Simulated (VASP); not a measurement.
# SrTiO3 (I4/mcm) in VASP: a series of runs, part 2 of 2

VASP 6.6.1. Earlier steps stand in the parts before.

**3. Relaxation of shape and atoms at fixed volume, PBEsol (11.05 Å³/atom)**

This run uses another cell than the first one, of 11.05 Å³/atom.

The input, INCAR:

```
SYSTEM = SrTiO3
PREC = Accurate
ENCUT = 600
EDIFF = 1E-7
ISMEAR = 0
SIGMA = 0.02
LREAL = .False.
LASPH = .True.
NELM = 100
ALGO = Normal
ISIF = 4
LWAVE = .False.
LCHARG = .False.
GGA = PS
IBRION = 2
NSW = 50
EDIFFG = -0.01
```

The input, KPOINTS:

```
Automatic mesh
0
Gamma
  8 8 8
  0 0 0
```

The input, POSCAR:

```
SrTiO3
1.0
   -2.6852609880      2.6852609880      3.8311008772
    2.6852609880     -2.6852609880      3.8311008772
    2.6852609880      2.6852609880     -3.8311008772
Sr Ti O
2 2 6
Direct
    0.7500000000      0.2500000000      0.5000000000
    0.2500000000      0.7500000000      0.5000000000
    0.0000000000      0.0000000000      0.0000000000
    0.5000000000      0.5000000000      0.0000000000
    0.2500000000      0.2500000000      0.0000000000
    0.7500000000      0.7500000000      0.0000000000
    0.7215197546      0.2215197546      0.9430395092
    0.2215197546      0.2784802454      0.5000000000
    0.2784802454      0.7784802454      0.0569604908
    0.7784802454      0.7215197546      0.5000000000
```

Potentials or basis: VASP PAW PBE potentials, release 64 (Sr_sv, Ti_sv, O).

The run is started by

```
$ cat potpaw_PBE.64/Sr_sv/POTCAR potpaw_PBE.64/Ti_sv/POTCAR potpaw_PBE.64/O/POTCAR > POTCAR
$ mpirun -np 1 vasp_std > vasp.out
```

OUTCAR:

```text
SYSTEM = SrTiO3
   PREC = Accurate
   ENCUT = 600
   EDIFF = 1E-7
   ISMEAR = 0
   LREAL = .False.
   LASPH = .True.
   NELM = 100
   ISIF = 4
   GGA = PS
   IBRION = 2
   NSW = 50
   EDIFFG = -0.01

 ion  position               nearest neighbor table
   1  0.750  0.250  0.500-   7 2.55   8 2.55  10 2.55   9 2.55   5 2.69   6 2.69   6 2.69   5 2.69
                             8 2.85  10 2.85   9 2.85   7 2.85   4 3.30   3 3.30   4 3.30   3 3.30
   2  0.250  0.750  0.500-   9 2.55   8 2.55  10 2.55   7 2.55   5 2.69   6 2.69   5 2.69   6 2.69
                            10 2.85   8 2.85   7 2.85   9 2.85   4 3.30   3 3.30   4 3.30   3 3.30
   3  0.000  0.000  0.000-   8 1.91  10 1.91   9 1.91   7 1.91   5 1.92   6 1.92   1 3.30   1 3.30
                             2 3.30   2 3.30   1 3.30   2 3.30   1 3.30   2 3.30
   4  0.500  0.500  0.000-  10 1.91   8 1.91   7 1.91   9 1.91   5 1.92   6 1.92   1 3.30   1 3.30
                             2 3.30   2 3.30   2 3.30   1 3.30   2 3.30   1 3.30
   5  0.250  0.250  0.000-   3 1.92   4 1.92   1 2.69   2 2.69   2 2.69   1 2.69
   6  0.750  0.750  0.000-   3 1.92   4 1.92   1 2.69   2 2.69   1 2.69   2 2.69
   7  0.722  0.222  0.943-   3 1.91   4 1.91   1 2.55   2 2.55   2 2.85   1 2.85
   8  0.222  0.278  0.500-   4 1.91   3 1.91   1 2.55   2 2.55   1 2.85   2 2.85
   9  0.278  0.778  0.057-   3 1.91   4 1.91   2 2.55   1 2.55   1 2.85   2 2.85
  10  0.778  0.722  0.500-   3 1.91   4 1.91   1 2.55   2 2.55   1 2.85   2 2.85

  LATTYP: Found a body centered tetragonal cell.
 ALAT       =     5.3705219760
 C/A-ratio  =     1.4267145333

  Lattice vectors:

 A1 = (  -2.6852609880,   2.6852609880,   3.8311008772)
 A2 = (   2.6852609880,  -2.6852609880,   3.8311008772)
 A3 = (   2.6852609880,   2.6852609880,  -3.8311008772)

Analysis of symmetry for initial positions (statically):
=====================================================================
 Subroutine PRICEL returns:
 Original cell was already a primitive cell.

 Routine SETGRP: Setting up the symmetry group for a
 body centered tetragonal supercell.

 Subroutine GETGRP returns: Found 16 space group operations
 (whereof  8 operations were pure point group operations)
 out of a pool of 16 trial point group operations.

The static configuration has the point symmetry C_4h.
 The point group associated with its full space group is D_4h.

Analysis of symmetry for dynamics (positions and initial velocities):
=====================================================================
 Subroutine PRICEL returns:
 Original cell was already a primitive cell.

 Routine SETGRP: Setting up the symmetry group for a
 body centered tetragonal supercell.

 Subroutine GETGRP returns: Found 16 space group operations
 (whereof  8 operations were pure point group operations)
 out of a pool of 16 trial point group operations.

The dynamic configuration has the point symmetry C_4h.
 The point group associated with its full space group is D_4h.

 Subroutine INISYM returns: Found 16 space group operations
 (whereof  8 operations are pure point group operations),
 and found     1 'primitive' translations

----------------------------------------------------------------------------------------

                                     Primitive cell

[... 66 lines left out ...]
  0.375000  0.000000  0.000000      8.000000
  0.500000  0.000000  0.000000      4.000000
  0.125000  0.125000  0.000000      8.000000
[... 16 lines left out ...]
  0.250000  0.125000  0.125000     16.000000
  0.375000  0.125000  0.125000      8.000000
 [... further k-points ...]
   k-points           NKPTS =     59   k-points in BZ     NKDIM =     59   number of bands    NBANDS=     48
   number of dos      NEDOS =    301   number of ions     NIONS =     10
   total plane-waves  NPLWV = 110592
   dimension x,y,z NGX =    48 NGY =   48 NGZ =   48
   dimension x,y,z NGXF=    96 NGYF=   96 NGZF=   96
   ions per type =               2   2   6
   NGX,Y,Z   is equivalent  to a cutoff of  14.79, 14.79, 14.79 a.u.
   NGXF,Y,Z  is equivalent  to a cutoff of  29.59, 29.59, 29.59 a.u.
 SYSTEM =  SrTiO3
   PREC   = accura    normal or accurate (medium, high low for compatibility)
   ISTART =      0    job   : 0-new  1-cont  2-samecut
   ICHARG =      2    charge: 1-file 2-atom 10-const
   ISPIN  =      1    spin polarized calculation?
   LNONCOLLINEAR =      F non collinear calculations
   LSORBIT =      F    spin-orbit coupling
   LASPH  =      T    aspherical Exc in radial PAW
   ENCUT  =  600.0 eV  44.10 Ry    6.64 a.u.  10.77 10.77 10.77*2*pi/ulx,y,z
   NELM   =    100;   NELMIN=  2; NELMDL= -5     # of ELM steps
   EDIFF  = 0.1E-06   stopping-criterion for ELM
   LREAL  =      F    real-space projection
   EDIFFG = -.1E-01   stopping-criterion for IOM
   NSW    =     50    number of steps for IOM
   IBRION =      2    ionic relax: 0-MD 1-quasi-New 2-CG
   NFREE  =      1    steps in history (QN), initial steepest desc. (CG)
   ISIF   =      4    stress and relaxation
   ISYM   =      2    0-nonsym 1-usesym 2-fastsym
   POTIM  = 0.5000    time-step for ionic-motion
   TEBEG  =    0.0;   TEEND  =   0.0 temperature during run
   PSTRESS=    0.0 pullay stress
   NELECT =      80.0000    total number of electrons
   NUPDOWN=      -1.0000    fix difference up-down
   EMIN   =  10.00;   EMAX   =-10.00  energy-range for DOS
   EFERMI =   0.00;   METHOD = LEGACY
   ISMEAR =     0;   SIGMA  =   0.02  broadening in eV -4-tet -1-fermi 0-gaus
   EFERMI_NEDOS =   21; number of points for ismear=-14 and -15
   IALGO  =     38    algorithm
   IMIX   =      4    mixing-type and parameters
     AMIX     =   0.40;   BMIX     =  1.00
     AMIX_MAG =   1.60;   BMIX_MAG =  1.00
  volume/ion in A,a.u.               =      11.05        74.57
  Fermi-wavevector in a.u.,A,eV,Ry     =   1.470007  2.777910 29.401095  2.160920
  Thomas-Fermi vector in A             =   2.585315
   LORBIT       =      0    0 simple, 1 ext, 2 COOP (PROOUT), +10 PAW based schemes
   GGA     = PS    functional components
   LHFCALC =     F    Hartree Fock is set to
   AEXX    =    0.0000 exact exchange contribution
   IVDW    =     0    specifies the selected vdW correction
   LEPSILON=     F    determine dielectric tensor
   LRPA    =     F    only Hartree local field effects (RPA)
 conjugate gradient relaxation of ions
 non-spin polarized calculation
 Gauss-broadening in eV      SIGMA  =   0.02
  energy-cutoff  :      600.00
  volume of cell :      110.50
 maximum number of plane-waves:      3708
 NGX is ok and might be reduce to    48
   NGX = 21   NGY = 21   NGZ = 21

--------------------------------------- Ionic step        1  -------------------------------------------

 number of electron      79.9999998 magnetization

 Free energy of the ion-electron system (eV)
  ---------------------------------------------------
  ext. energy  EPLUGINS =         0.00000000
  ---------------------------------------------------
  free energy    TOTEN  =       -83.73981923 eV

  energy without entropy =      -83.73981923  energy(sigma->0) =      -83.73981923

------------------------ aborting loop because EDIFF is reached ----------------------------------------

  FORCE on cell =-STRESS in cart. coord.  units (eV):
  Direction    XX          YY          ZZ          XY          YZ          ZX
  --------------------------------------------------------------------------------------
  -------------------------------------------------------------------------------------
  Total        9.4058541      9.4058541      9.5761296      0.0000000      0.0000000      0.0000000
  in kB      136.3804874    136.3804874    138.8494020      0.0000000      0.0000000      0.0000000
  external PRESSURE =     137.2034589 kB  Pullay stress =       0.0000000 kB
[... 207 lines left out ...]
--------------------------------------- Ionic step        6  -------------------------------------------

 number of electron      79.9999990 magnetization

 Free energy of the ion-electron system (eV)
  ---------------------------------------------------
  ext. energy  EPLUGINS =         0.00000000
  ---------------------------------------------------
  free energy    TOTEN  =       -83.74063451 eV

  energy without entropy =      -83.74063451  energy(sigma->0) =      -83.74063451

 E-fermi :   4.7202     XC(G=0): -11.9450

 val. band max:        4.4732058498   @ k =  -0.1250   0.1250   0.0000
 cond. band min:       6.5816183473   @ k =   0.0000   0.0000   0.0000
 fundamental gap:      2.1084124976
 Fermi energy:         4.7202000236

 k-point     1 :       0.0000    0.0000    0.0000
  band No.  band energies     occupation
      1     -51.3361      2.00000
      2     -51.3289      2.00000
      3     -27.8376      2.00000
      4     -27.8376      2.00000
      5     -27.8325      2.00000
      6     -27.7463      2.00000
[... 1213 lines left out ...]
     47      10.7847      0.00000
     48      10.7847      0.00000

 [... further k-points ...]
[... 5 lines left out ...]
  --------------------------------------------------------------------------------------
  -------------------------------------------------------------------------------------
  Total        9.4212765      9.4212765      9.3721089      0.0000000      0.0000000      0.0000000
  in kB      136.6041044    136.6041044    135.8911972      0.0000000      0.0000000      0.0000000
  external PRESSURE =     136.3664686 kB  Pullay stress =       0.0000000 kB
[... 25 lines left out ...]
  FREE ENERGIE OF THE ION-ELECTRON SYSTEM (eV)
  ---------------------------------------------------
  free  energy   TOTEN  =       -83.7406345099 eV

  energy  without entropy=      -83.7406345099  energy(sigma->0) =      -83.74063451

 reached required accuracy - stopping structural energy minimisation
```

It took 62 min on 1 thread of Oxide Virtual Turin-like, shared host; peak memory 0.53 GiB.

Results:

```
Free energy                  : -83.7406 eV
Energy gained by relaxing    : 0.1 meV/atom
Ionic steps                  : 6
Pressure after relaxing      : 13.6 GPa
Largest force after relaxing : 0.007 eV/Å
Band gap on the k mesh       : 2.11 eV (least direct gap 2.13 eV)
```

Forces in eV/Å, atoms in the order of the input:
```
Sr   0.000  0.000  0.000
Sr   0.000  0.000  0.000
Ti   0.000  0.000  0.000
Ti   0.000  0.000  0.000
O    0.000  0.000  0.000
O    0.000  0.000  0.000
O   -0.005 -0.005  0.000
O    0.005 -0.005  0.000
O    0.005  0.005  0.000
O   -0.005  0.005  0.000
```

Step by step:
| step | energy change (eV) | largest force (eV/Å) | pressure (GPa) | volume (Å³) |
| --- | --- | --- | --- | --- |
| 1 | 0.0000 | 0.0190 | 13.72 | 110.50 |
| 2 | -0.0001 | 0.0205 | 13.72 | 110.50 |
| 3 | -0.0002 | 0.0220 | 13.71 | 110.50 |
| 4 | -0.0003 | 0.0205 | 13.70 | 110.50 |
| 5 | -0.0005 | 0.0164 | 13.68 | 110.50 |
| 6 | -0.0008 | 0.0074 | 13.64 | 110.50 |

Final structure:
```
Sr Ti O
1.0
    -2.68323    2.68323    3.83689
     2.68323   -2.68323    3.83689
     2.68323    2.68323   -3.83689
Sr Ti O
2 2 6
Direct
  0.75000 0.25000 0.50000
  0.25000 0.75000 0.50000
  0.00000 0.00000 0.00000
  0.50000 0.50000 0.00000
  0.25000 0.25000 0.00000
  0.75000 0.75000 0.00000
  0.71973 0.21973 0.93946
  0.21973 0.28027 0.50000
  0.28027 0.78027 0.06054
  0.78027 0.71973 0.50000
```

Levels at points of the mesh, in eV from the valence-band top:
```tsv
k point	band 37	band 38	band 39	band 40	band 41	band 42	band 43	band 44
(0.00, 0.00, 0.00)	-0.20	-0.20	-0.02	-0.02	2.11	2.11	2.14	4.52
(0.50, 0.00, 0.00)	-0.73	-0.73	-0.60	-0.60	3.73	3.73	3.76	3.76
(0.50, 0.50, 0.00)	-1.38	-0.62	-0.61	-0.03	2.25	4.13	4.15	4.16
(0.50, 0.50, 0.50)	-1.45	-0.53	-0.53	-0.06	2.32	4.06	4.06	4.37
```

Caveat: the PAW data sets were made with another functional, which shifts forces and pressure a little.
